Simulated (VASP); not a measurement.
# Hf3AlN4 (I4/mmm) in VASP: relaxation of cell and atoms with PBE

Aim: the relaxation of cell and atoms of Hf3AlN4 with PBE.

Program: VASP 6.6.1. These are calculated values, not measurements. Logs are shortened: lines on timing, memory, paths and dates and some standing lists are left out, and cuts for length are marked.

**1. The cell of the first run**

The structure is tetragonal, space group I4/mmm (No. 139). The conventional cell has a = 4.486 Å, b = 4.486 Å, c = 8.883 Å, α = 90.00°, β = 90.00°, γ = 90.00°. Within 2.9 Å of Hf (site symmetry -4m2) lie 6 N at 2.22 to 2.25 Å. Within 3.0 Å of Hf (site symmetry 4/mmm) lie 6 N at 2.24 to 2.43 Å. Al (site symmetry 4/mmm) has 6 N at 2.01 to 2.24 Å within 2.7 Å. Within 3.4 Å of N (site symmetry mmm) lie 4 Hf at 2.22 to 2.24 Å and 2 Al at 2.24 Å and 12 N at 3.01 to 3.31 Å. N (site symmetry 4mm) has 1 Al at 2.01 Å and 5 Hf at 2.25 to 2.43 Å within 2.7 Å.

**2. Relaxation of cell and atoms, PBE**

Contents of INCAR:

```
ALGO = Fast
EDIFF = 1E-6
EDIFFG = -0.01
ENCUT = 600
GGA = PE
IBRION = 2
ISIF = 3
ISMEAR = 0
LASPH = T
LCHARG = F
LREAL = F
LWAVE = F
NELM = 60
NSW = 100
PREC = Accurate
SIGMA = 0.1
```

Contents of KPOINTS:

```
k-points
0
Gamma
  12 12 12
```

Contents of POSCAR:

```
Hf3AlN4
1.0
   -2.2430911253      2.2430911253      4.4417389793
    2.2430911253     -2.2430911253      4.4417389793
    2.2430911253      2.2430911253     -4.4417389793
Hf Al N
3 1 4
Direct
    0.7500000000      0.2500000000      0.5000000000
    0.2500000000      0.7500000000      0.5000000000
    0.5000000000      0.5000000000      0.0000000000
    0.0000000000      0.0000000000      0.0000000000
    0.5000000000      0.0000000000      0.5000000000
    0.0000000000      0.5000000000      0.5000000000
    0.2262160859      0.2262160859      0.0000000000
    0.7737839141      0.7737839141      0.0000000000
```

Potentials or basis: VASP PAW PBE potentials, release 64 (Hf_pv, Al, N).

Launch:

```console
$ cat potpaw_PBE.64/Hf_pv/POTCAR potpaw_PBE.64/Al/POTCAR potpaw_PBE.64/N/POTCAR > POTCAR
$ mpirun -np 1 vasp_std > vasp.out
```

OUTCAR:

```text
EDIFF = 1E-6
   EDIFFG = -0.01
   ENCUT = 600
   GGA = PE
   IBRION = 2
   ISIF = 3
   ISMEAR = 0
   LASPH = T
   LREAL = F
   NELM = 60
   NSW = 100
   PREC = Accurate

 ion  position               nearest neighbor table
   1  0.750  0.250  0.500-   5 2.22   6 2.22   8 2.25   7 2.25   8 2.25   7 2.25   3 3.16   3 3.16
                             3 3.16   4 3.16   4 3.16   3 3.16   4 3.16   4 3.16   2 3.17   2 3.17
   2  0.250  0.750  0.500-   5 2.22   6 2.22   8 2.25   7 2.25   8 2.25   7 2.25   3 3.16   3 3.16
                             3 3.16   4 3.16   4 3.16   4 3.16   4 3.16   3 3.16   1 3.17   1 3.17
   3  0.500  0.500  0.000-   5 2.24   6 2.24   5 2.24   6 2.24   7 2.43   8 2.43   1 3.16   2 3.16
                             1 3.16   2 3.16   2 3.16   2 3.16   1 3.16   1 3.16   4 3.17   4 3.17
   4  0.000  0.000  0.000-   7 2.01   8 2.01   5 2.24   6 2.24   6 2.24   5 2.24   1 3.16   2 3.16
                             1 3.16   2 3.16   1 3.16   1 3.16   2 3.16   2 3.16   3 3.17   3 3.17
   5  0.500  0.000  0.500-   1 2.22   2 2.22   3 2.24   4 2.24   3 2.24   4 2.24
   6  0.000  0.500  0.500-   1 2.22   2 2.22   3 2.24   4 2.24   4 2.24   3 2.24
   7  0.226  0.226  0.000-   4 2.01   2 2.25   1 2.25   1 2.25   2 2.25   3 2.43
   8  0.774  0.774  0.000-   4 2.01   2 2.25   1 2.25   1 2.25   2 2.25   3 2.43

  LATTYP: Found a body centered tetragonal cell.
 ALAT       =     4.4861822506
 C/A-ratio  =     1.9801865957

  Lattice vectors:

 A1 = (  -2.2430911253,   2.2430911253,   4.4417389793)
 A2 = (   2.2430911253,  -2.2430911253,   4.4417389793)
 A3 = (   2.2430911253,   2.2430911253,  -4.4417389793)

Analysis of symmetry for initial positions (statically):
=====================================================================
 Subroutine PRICEL returns:
 Original cell was already a primitive cell.

 Routine SETGRP: Setting up the symmetry group for a
 body centered tetragonal supercell.

 Subroutine GETGRP returns: Found 16 space group operations
 (whereof 16 operations were pure point group operations)
 out of a pool of 16 trial point group operations.

The static configuration has the point symmetry D_4h.

Analysis of symmetry for dynamics (positions and initial velocities):
=====================================================================
 Subroutine PRICEL returns:
 Original cell was already a primitive cell.

 Routine SETGRP: Setting up the symmetry group for a
 body centered tetragonal supercell.

 Subroutine GETGRP returns: Found 16 space group operations
 (whereof 16 operations were pure point group operations)
 out of a pool of 16 trial point group operations.

[... 124 lines left out ...]
   NUPDOWN=      -1.0000    fix difference up-down
   EMIN   =  10.00;   EMAX   =-10.00  energy-range for DOS
   EFERMI =   0.00;   METHOD = LEGACY
   ISMEAR =     0;   SIGMA  =   0.10  broadening in eV -4-tet -1-fermi 0-gaus
   EFERMI_NEDOS =   21; number of points for ismear=-14 and -15
   IALGO  =     68    algorithm
   IMIX   =      4    mixing-type and parameters
     AMIX     =   0.40;   BMIX     =  1.00
     AMIX_MAG =   1.60;   BMIX_MAG =  1.00
  volume/ion in A,a.u.               =      11.17        75.41
  Fermi-wavevector in a.u.,A,eV,Ry     =   1.375301  2.598942 25.734787  1.891453
  Thomas-Fermi vector in A             =   2.500649
   LORBIT       =      0    0 simple, 1 ext, 2 COOP (PROOUT), +10 PAW based schemes
   GGA     = PE    functional components
   LHFCALC =     F    Hartree Fock is set to
   AEXX    =    0.0000 exact exchange contribution
   IVDW    =     0    specifies the selected vdW correction
   LEPSILON=     F    determine dielectric tensor
   LRPA    =     F    only Hartree local field effects (RPA)
 conjugate gradient relaxation of ions
 non-spin polarized calculation
 RMM-DIIS sequential band-by-band and
 Gauss-broadening in eV      SIGMA  =   0.10
  energy-cutoff  :      600.00
  volume of cell :       89.39
 maximum number of plane-waves:      3012
 NGX is ok and might be reduce to    48
   NGX = 21   NGY = 21   NGZ = 21

--------------------------------------- Ionic step        1  -------------------------------------------

 number of electron      53.0000002 magnetization

 Free energy of the ion-electron system (eV)
  ---------------------------------------------------
  ext. energy  EPLUGINS =         0.00000000
  ---------------------------------------------------
  free energy    TOTEN  =       -78.73080478 eV

  energy without entropy =      -78.72310608  energy(sigma->0) =      -78.72695543

------------------------ aborting loop because EDIFF is reached ----------------------------------------

  FORCE on cell =-STRESS in cart. coord.  units (eV):
  Direction    XX          YY          ZZ          XY          YZ          ZX
  --------------------------------------------------------------------------------------
  -------------------------------------------------------------------------------------
  Total       -1.3068383     -1.3068383     -1.1651941      0.0000000      0.0000000     -0.0000000
  in kB      -23.4220856    -23.4220856    -20.8834385      0.0000000      0.0000000     -0.0000000
  external PRESSURE =     -22.5758699 kB  Pullay stress =       0.0000000 kB
[... 155 lines left out ...]
--------------------------------------- Ionic step        5  -------------------------------------------

 number of electron      53.0000003 magnetization

 Free energy of the ion-electron system (eV)
  ---------------------------------------------------
  ext. energy  EPLUGINS =         0.00000000
  ---------------------------------------------------
  free energy    TOTEN  =       -78.73924521 eV

  energy without entropy =      -78.73111878  energy(sigma->0) =      -78.73518200

 E-fermi :   8.7713     XC(G=0): -12.4699

 val. band max:        8.7651710333   @ k =  -0.3333   0.3333   0.0833
 cond. band min:       8.7740526167   @ k =  -0.0833   0.0833   0.0000
 fundamental gap:      0.0088815835
 Fermi energy:         8.7713107885

 k-point     1 :       0.0000    0.0000    0.0000
  band No.  band energies     occupation
      1     -22.8636      2.00000
      2     -22.7550      2.00000
      3     -22.7550      2.00000
      4     -22.6514      2.00000
      5     -22.6514      2.00000
      6     -22.5205      2.00000
[... 805 lines left out ...]
     30      11.2633      0.00000
     31      11.5065      0.00000

 [... further k-points ...]

------------------------ aborting loop because EDIFF is reached ----------------------------------------

  FORCE on cell =-STRESS in cart. coord.  units (eV):
  Direction    XX          YY          ZZ          XY          YZ          ZX
  --------------------------------------------------------------------------------------
  -------------------------------------------------------------------------------------
  Total        0.0464459      0.0464459     -0.0741037      0.0000000      0.0000000      0.0000000
  in kB        0.8400259      0.8400259     -1.3402487      0.0000000      0.0000000      0.0000000
  external PRESSURE =       0.1132677 kB  Pullay stress =       0.0000000 kB
[... 23 lines left out ...]
  FREE ENERGIE OF THE ION-ELECTRON SYSTEM (eV)
  ---------------------------------------------------
  free  energy   TOTEN  =       -78.7392452120 eV

  energy  without entropy=      -78.7311187791  energy(sigma->0) =      -78.73518200

 reached required accuracy - stopping structural energy minimisation
```

OSZICAR:

```text
N       E                     dE             d eps       ncg     rms          rms(c)
DAV:   1     0.297236071972E+03    0.29724E+03   -0.31469E+04 10298   0.184E+03
DAV:   2    -0.681168492852E+02   -0.36535E+03   -0.35853E+03 13196   0.431E+02
[... 49 lines left out ...]
       N       E                     dE             d eps       ncg     rms          rms(c)
DAV:   1    -0.787391956921E+02   -0.12552E-03   -0.89860E-02 11338   0.163E+00    0.930E-02
RMM:   2    -0.787392576470E+02   -0.61955E-04   -0.12426E-03 10126   0.180E-01    0.629E-02
RMM:   3    -0.787392453016E+02    0.12345E-04   -0.17374E-04 10282   0.738E-02    0.325E-02
RMM:   4    -0.787392448089E+02    0.49264E-06   -0.45663E-05  9505   0.326E-02    0.121E-02
RMM:   5    -0.787392452120E+02   -0.40310E-06   -0.90536E-06  8624   0.133E-02
   5 F= -.78739245E+02 E0= -.78735182E+02  d E =-.145792E-02
```

It took 57 min on 1 thread of Oxide Virtual Turin-like, shared host; peak memory 0.66 GiB.

What came out:

| Property | Result |
| --- | --- |
| Free energy | -78.7392 eV |
| Relaxed volume | 11.07 Å³/atom |
| Relaxed cell | a = 5.444 Å, b = 5.444 Å, c = 5.444 Å, α = 131.51°, β = 131.51°, γ = 71.00° |
| Space group after relaxing (to 0.1 Å) | I4/mmm (No. 139) |
| Energy gained by relaxing | 1.1 meV/atom |
| Ionic steps | 5 |
| Pressure after relaxing | 0.0 GPa |
| Largest force after relaxing | 0.005 eV/Å |
| Band gap on the k mesh | zero (an odd number of electrons rules out a gap without spin polarisation) |

Forces on the atoms (eV/Å):
```
Hf   0.000  0.000  0.000
Hf   0.000  0.000  0.000
Hf   0.000  0.000  0.000
Al   0.000  0.000  0.000
N    0.000  0.000  0.000
N    0.000  0.000  0.000
N    0.000  0.000  0.005
N    0.000  0.000 -0.005
```

The path:
| step | energy change (eV) | largest force (eV/Å) | pressure (GPa) | volume (Å³) |
| --- | --- | --- | --- | --- |
| 1 | 0.0000 | 0.1895 | -2.26 | 89.39 |
| 2 | 0.0056 | 0.0697 | 3.66 | 87.37 |
| 3 | -0.0070 | 0.1402 | 0.21 | 88.52 |
| 4 | -0.0083 | 0.0494 | 0.07 | 88.56 |
| 5 | -0.0084 | 0.0054 | 0.01 | 88.59 |

Final structure:
```cif
data_structure
_symmetry_space_group_name_H-M 'P 1'
_symmetry_Int_Tables_number 1
_cell_length_a 5.4438
_cell_length_b 5.4438
_cell_length_c 5.4438
_cell_angle_alpha 131.510
_cell_angle_beta 131.510
_cell_angle_gamma 71.005
_cell_volume 88.59
loop_
_atom_site_label
_atom_site_type_symbol
_atom_site_fract_x
_atom_site_fract_y
_atom_site_fract_z
_atom_site_occupancy
Hf1 Hf 0.75000 0.25000 0.50000 1
Hf2 Hf 0.25000 0.75000 0.50000 1
Hf3 Hf 0.50000 0.50000 0.00000 1
Al1 Al 0.00000 0.00000 0.00000 1
N1 N 0.50000 0.00000 0.50000 1
N2 N 0.00000 0.50000 0.50000 1
N3 N 0.22776 0.22776 0.00000 1
N4 N 0.77224 0.77224 0.00000 1
```

Levels at points of the mesh, in eV from the Fermi level:
| k point | band 24 | band 25 | band 26 | band 27 | band 28 | band 29 |
| --- | --- | --- | --- | --- | --- | --- |
| (0.00, 0.00, 0.00) | -2.82 | -2.79 | -2.79 | -0.10 | -0.10 | 0.58 |
| (0.50, 0.00, 0.00) | -4.26 | -3.78 | -1.01 | 1.09 | 1.75 | 1.77 |
| (0.50, 0.50, 0.00) | -4.52 | -3.86 | 1.74 | 2.27 | 2.38 | 2.56 |
| (0.50, 0.50, 0.50) | -3.54 | -3.24 | -2.66 | -2.66 | -2.28 | -0.36 |

Caveat: spin-orbit coupling is left out, which moves the levels of the heavy elements; an odd number of electrons without spin polarisation forces a metal; a magnetic or distorted state may lie lower.
